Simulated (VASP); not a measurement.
# Al (Amm2) in VASP: notebook, part 2 of 2

VASP 6.6.1. Earlier steps stand in the parts before.

**3. Single point, PBE+D3(BJ) (atom 2 (Al) moved by -0.560 Å along [1 2 0] and +0.000 Å along [0 0 1])**

The input, INCAR:

```
PREC = Accurate
ENCUT = 520
EDIFF = 1E-6
ISMEAR = 0
SIGMA = 0.15
LREAL = False
LASPH = True
NELM = 80
ALGO = Fast
ISIF = 2
LWAVE = False
LCHARG = False
GGA = PE
IVDW = 12
NBANDS = 14
```

The input, KPOINTS:

```
regular mesh
0
Gamma
  18 18 4
```

The input, POSCAR:

```
Al
1.0
    2.8144222650      0.0000000000      0.0000000000
   -1.4072111325      2.4373611785      0.0000000000
    0.0000000000      0.0000000000      9.2410470710
Al
4
Direct
    0.0000000000      0.0000000000      0.0000000000
    0.2184549959      0.4369099917      0.2500000000
    0.0000000000      0.0000000000      0.5000000000
    0.6666666667      0.3333333333      0.7500000000
```

Potentials or basis: VASP PAW PBE potentials, release 64 (Al).

Launch:

```
$ cat potpaw_PBE.64/Al/POTCAR > POTCAR
$ mpirun -np 1 vasp_std > vasp.out
```

Run time: 95 s. Hardware: 1 thread of Intel Xeon 6975P-C (Granite Rapids), shared host; peak memory 0.32 GiB.

Results (log left out):

```yaml
Free_energy: -16.0643 eV
Pressure: 2.0 GPa
Largest_force: 0.924 eV/Å
Band_gap_on_the_k_mesh: zero (band 6 reaches 12.35 eV, above the bottom of band 7 at 6.77 eV)
Dispersion_energy_per_atom: -0.351 eV
```

Forces on the atoms (eV/Å):
```
Al   0.000 -0.453 -0.446
Al   0.000  0.924  0.000
Al   0.000 -0.453  0.446
Al   0.000 -0.017  0.000
```

Stress tensor (GPa, compression positive):
```
-0.09  0.00  0.00
 0.00  0.76  0.00
 0.00  0.00  5.41
```

Levels at points of the mesh, in eV from the Fermi level:
```tsv
k point	band 2	band 3	band 4	band 5	band 6	band 7	band 8	band 9	band 10	band 11
(0.00, 0.00, 0.00)	-9.65	-9.64	-4.75	-4.45	3.41	3.43	10.95	11.11	11.28	11.45
(0.50, 0.00, 0.00)	-5.22	-3.93	-3.84	-3.43	-3.32	0.66	1.24	1.50	1.87	5.94
(0.00, 0.50, 0.00)	-5.24	-4.02	-4.01	-3.19	-3.18	0.64	1.31	1.40	1.86	5.91
(0.00, 0.00, 0.50)	-10.92	-7.53	-7.53	-0.95	-0.91	8.09	8.37	11.40	11.41	11.48
(0.50, 0.00, 0.50)	-4.91	-4.83	-4.81	-1.97	-1.91	-1.17	-1.11	4.47	4.69	4.81
(0.00, 0.50, 0.50)	-4.94	-4.87	-4.82	-1.67	-1.59	-1.45	-1.33	4.42	4.78	4.82
```

Caveat: the cell differs from its parent crystal (atom 2 (Al) moved by -0.560 Å along [1 2 0] and +0.000 Å along [0 0 1]); pairwise dispersion overbinds metals, which lowers pressure and volume.

**4. Single point, PBE+D3(BJ) (atom 2 (Al) moved by +0.280 Å along [1 2 0] and +0.000 Å along [0 0 1])**

The input, INCAR:

```
SYSTEM = Al
ALGO = Fast
EDIFF = 1E-6
ENCUT = 520
GGA = PE
ISIF = 2
ISMEAR = 0
IVDW = 12
LASPH = .True.
LCHARG = .False.
LREAL = .False.
LWAVE = .False.
NBANDS = 14
NELM = 100
PREC = Accurate
SIGMA = 0.15
```

The input, KPOINTS:

```
k-points
0
Gamma
  18 18 4
  0 0 0
```

POSCAR, as its differences from that of step 3:

```diff
@@ -9,3 +9,3 @@
     0.0000000000      0.0000000000      0.0000000000
-    0.2184549959      0.4369099917      0.2500000000
+    0.3907725021      0.7815450041      0.2500000000
     0.0000000000      0.0000000000      0.5000000000
```

Launch:

```
$ cat potpaw_PBE.64/Al/POTCAR > POTCAR
$ mpirun -np 1 vasp_std > vasp.out
```

It took 84 s on 1 thread of Intel Xeon 6975P-C (Granite Rapids), shared host; peak memory 0.32 GiB.

Results (log left out):

| Item | Value |
| --- | --- |
| Free energy | -16.2757 eV |
| Pressure | 0.3 GPa |
| Largest force | 0.243 eV/Å |
| Band gap on the k mesh | zero (band 6 reaches 12.40 eV, above the bottom of band 7 at 6.80 eV) |
| Dispersion energy per atom | -0.351 eV |

Forces on the atoms (eV/Å):
```
Al   0.000  0.105 -0.064
Al   0.000 -0.243  0.000
Al   0.000  0.105  0.064
Al   0.000  0.034  0.000
```

Stress tensor (GPa, compression positive):
```
 0.27  0.00  0.00
 0.00 -0.34  0.00
 0.00  0.00  1.04
```

Levels at points of the mesh, in eV from the Fermi level:
```
           k point  band 3  band 4  band 5  band 6  band 7  band 8  band 9  band 10
(0.00, 0.00, 0.00)   -9.66   -4.75   -4.47    3.44    3.45   11.05   11.15    11.22
(0.50, 0.00, 0.00)   -4.01   -3.98   -3.28   -3.23    0.88    1.21    1.43     1.69
(0.00, 0.50, 0.00)   -3.94   -3.85   -3.44   -3.33    0.70    1.23    1.48     1.82
(0.00, 0.00, 0.50)   -7.54   -7.54   -0.93   -0.93    8.34    8.39   11.36    11.40
(0.50, 0.00, 0.50)   -4.88   -4.87   -1.83   -1.81   -1.24   -1.21    4.68     4.70
(0.00, 0.50, 0.50)   -4.84   -4.83   -1.97   -1.92   -1.19   -1.13    4.62     4.66
```

Caveat: the cell differs from its parent crystal (atom 2 (Al) moved by +0.280 Å along [1 2 0] and +0.000 Å along [0 0 1]); pairwise dispersion overbinds metals, which lowers pressure and volume.

**5. Single point, PBE+D3(BJ) (atom 2 (Al) moved by -0.280 Å along [1 2 0] and +0.000 Å along [0 0 1])**

The input, INCAR:

```
PREC = Accurate
ENCUT = 520
EDIFF = 1E-6
ISMEAR = 0
SIGMA = 0.15
LREAL = False
LASPH = True
NELM = 60
ALGO = Fast
ISIF = 2
LWAVE = False
LCHARG = False
GGA = PE
IVDW = 12
NBANDS = 14
```

The input, KPOINTS:

```
regular mesh
0
Gamma
  18 18 4
```

POSCAR, as its differences from that of step 4:

```diff
@@ -9,3 +9,3 @@
     0.0000000000      0.0000000000      0.0000000000
-    0.3907725021      0.7815450041      0.2500000000
+    0.2758941646      0.5517883292      0.2500000000
     0.0000000000      0.0000000000      0.5000000000
```

Potentials or basis: VASP PAW PBE potentials, release 64 (Al).

Launch:

```
$ cat potpaw_PBE.64/Al/POTCAR > POTCAR
$ mpirun -np 1 vasp_std > vasp.out
```

OUTCAR:

```text
PREC = Accurate
   ENCUT = 520
   EDIFF = 1E-6
   ISMEAR = 0
   LREAL = False
   LASPH = True
   NELM = 60
   ISIF = 2
   GGA = PE
   IVDW = 12
 IVDW          = 12

 ion  position               nearest neighbor table
   1  0.000  0.000  0.000-   2 2.67   4 2.82   4 2.82   4 2.82   2 2.92   2 2.92
   2  0.276  0.552  0.250-   1 2.67   3 2.67   1 2.92   3 2.92   1 2.92   3 2.92
   3  0.000  0.000  0.500-   2 2.67   4 2.82   4 2.82   4 2.82   2 2.92   2 2.92
   4  0.667  0.333  0.750-   1 2.82   3 2.82   1 2.82   3 2.82   1 2.82   3 2.82

[... 616 lines left out ...]
  Direction    XX          YY          ZZ          XY          YZ          ZX
  --------------------------------------------------------------------------------------
  -------------------------------------------------------------------------------------
  Total      -0.10219     0.10429     0.57025     0.00000     0.00000     0.00000
  in kB      -2.58289     2.63587    14.41275     0.00000     0.00000     0.00000
  external pressure =        4.82 kB  Pullay stress =        0.00 kB

 VOLUME and BASIS-vectors are now :
 -----------------------------------------------------------------------------
  energy-cutoff  :      520.00
  volume of cell :       63.39
      direct lattice vectors                 reciprocal lattice vectors
     2.814422265  0.000000000  0.000000000     0.355312709  0.205139888  0.000000000
    -1.407211133  2.437361178  0.000000000     0.000000000  0.410279777  0.000000000
     0.000000000  0.000000000  9.241047071     0.000000000  0.000000000  0.108212846

 POSITION                                       TOTAL-FORCE (eV/Angst)
 -----------------------------------------------------------------------------------
      0.00000      0.00000      0.00000         0.000000     -0.211201     -0.101151
     -0.00000      1.34491      2.31026         0.000000      0.441657      0.000000
      0.00000      0.00000      4.62052         0.000000     -0.211201      0.101151
      1.40721      0.81245      6.93079         0.000000     -0.019254      0.000000
 -----------------------------------------------------------------------------------
    total drift:                               -0.000000      0.000005     -0.000000

  FREE ENERGIE OF THE ION-ELECTRON SYSTEM (eV)
  ---------------------------------------------------
  free  energy   TOTEN  =       -16.2568746679 eV

  energy  without entropy=      -16.2390912608  energy(sigma->0) =      -16.24798296
```

Wall time 73 s (1 thread of Intel Xeon 6975P-C (Granite Rapids), shared host); peak memory 0.32 GiB.

What came out:

* Free energy: -16.2569 eV
* Pressure: 0.5 GPa
* Largest force: 0.442 eV/Å
* Band gap on the k mesh: zero (band 6 reaches 12.37 eV, above the bottom of band 7 at 6.81 eV)
* Dispersion energy per atom: -0.351 eV

Forces on the atoms (eV/Å):
```
Al   0.000 -0.211 -0.101
Al   0.000  0.442  0.000
Al   0.000 -0.211  0.101
Al   0.000 -0.019  0.000
```

Levels at points of the mesh, in eV from the Fermi level:
| k point | band 3 | band 4 | band 5 | band 6 | band 7 | band 8 | band 9 | band 10 |
| --- | --- | --- | --- | --- | --- | --- | --- | --- |
| (0.00, 0.00, 0.00) | -9.66 | -4.75 | -4.47 | 3.44 | 3.45 | 11.04 | 11.12 | 11.23 |
| (0.50, 0.00, 0.00) | -3.97 | -3.90 | -3.38 | -3.29 | 0.76 | 1.30 | 1.38 | 1.78 |
| (0.00, 0.50, 0.00) | -4.02 | -4.00 | -3.24 | -3.21 | 0.84 | 1.23 | 1.42 | 1.71 |
| (0.00, 0.00, 0.50) | -7.54 | -7.54 | -0.93 | -0.92 | 8.32 | 8.39 | 11.41 | 11.43 |
| (0.50, 0.00, 0.50) | -4.85 | -4.85 | -1.93 | -1.90 | -1.18 | -1.15 | 4.60 | 4.67 |
| (0.00, 0.50, 0.50) | -4.89 | -4.86 | -1.78 | -1.73 | -1.31 | -1.24 | 4.59 | 4.73 |

Caveat: the cell differs from its parent crystal (atom 2 (Al) moved by -0.280 Å along [1 2 0] and +0.000 Å along [0 0 1]); pairwise dispersion overbinds metals, which lowers pressure and volume.
